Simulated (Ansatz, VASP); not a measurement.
**One calculation of SiO2, two programs**

File INCAR:

```
  ALGO = Normal
  EDIFF = 1E-6
  ENCUT = 520
  GGA = PS
  ISIF = 2
  ISMEAR = -1
  LASPH = True
  LCHARG = False
  LREAL = False
  LWAVE = False
  NBANDS = 25
  NELM = 80
  PREC = Accurate
  SIGMA = 0.03
```

File KPOINTS:

```
k-points
0
Gamma
  7 7 7
```

The input POSCAR:

```
SiO2
1.0
   -2.3740500000      2.3740500000      3.7814400000
    2.3740500000     -2.3740500000      3.7814400000
    2.3740500000      2.3740500000     -3.7814400000
Si O
2 4
Direct
    0.0000000000      0.0000000000      0.0000000000
    0.7500000000      0.2500000000      0.5000000000
    0.9983800000      0.6250000000      0.8733800000
    0.3750000000      0.2483800000      0.3733800000
    0.7516200000      0.1250000000      0.1266200000
    0.8750000000      0.0016200000      0.6266200000
```

Input for Ansatz:

```yaml
crystal:
  lattice:
    - [-2.37405, 2.37405, 3.78144]
    - [2.37405, -2.37405, 3.78144]
    - [2.37405, 2.37405, -3.78144]
  atoms:
    - { symbol: Si, position: [0.0, 0.0, 0.0] }
    - { symbol: Si, position: [0.75, 0.25, 0.5] }
    - { symbol: O, position: [0.99838, 0.625, 0.87338] }
    - { symbol: O, position: [0.375, 0.24838, 0.37338] }
    - { symbol: O, position: [0.75162, 0.125, 0.12662] }
    - { symbol: O, position: [0.875, 0.00162, 0.62662] }
kpoints:
  mp_grid: { grid: [7, 7, 7] }
  band_path:
    path:
      - [0.0, 0.0, 0.0]
      - [0.0, 0.0, 0.5]
      - [0.25, 0.25, 0.25]
      - [0.0, 0.5, 0.0]
      - [0.0, 0.0, 0.0]
      - [0.5, 0.5, -0.5]
      - [0.3485383541, 0.6514616459, -0.3485383541]
      - [-0.3485383541, 0.3485383541, 0.3485383541]
      - [0.0, 0.0, 0.0]
    npoints: 5
scf:
  occupations: { method: fermi_dirac, width: 0.03 }
hamiltonian:
  xc: pbesol
  pseudopotentials: { kind: all_electron, lapw: { basis_error: 0.001 } }
output:
  forces: true
  stress: true
  eigenvalues: true
```

Change from the starting cell: zz strain of +1 %.

Alike in both runs: task single point; functional PBEsol; k mesh 7 × 7 × 7; occupations fermi-dirac, width 0.03 eV; no spin polarisation.

|  | VASP | Ansatz |
| --- | --- | --- |
| version | VASP 6.6.1 | Ansatz 0.2.0 |
| potentials or method | VASP PAW PBE potentials, release 64 (Si, O), cutoff 520 eV | all-electron LAPW, scalar-relativistic |

```csv
,VASP,Ansatz,Ansatz less VASP
gap on the k mesh at the Fermi level (eV),5.89,5.90,+0.011
pressure (GPa),-0.1,-0.7,-0.61
"traceless stress, the component that is largest in VASP (GPa)",-1.72,-1.80,-0.085
rms of the force components (eV/Å),0.042,0.059,+0.0171
```

VASP's potentials were made for PBE, not for PBEsol. Atom by atom the forces differ by 0.017 eV/Å (rms over components). Ansatz ran all-electron here, and VASP with PAW potentials.
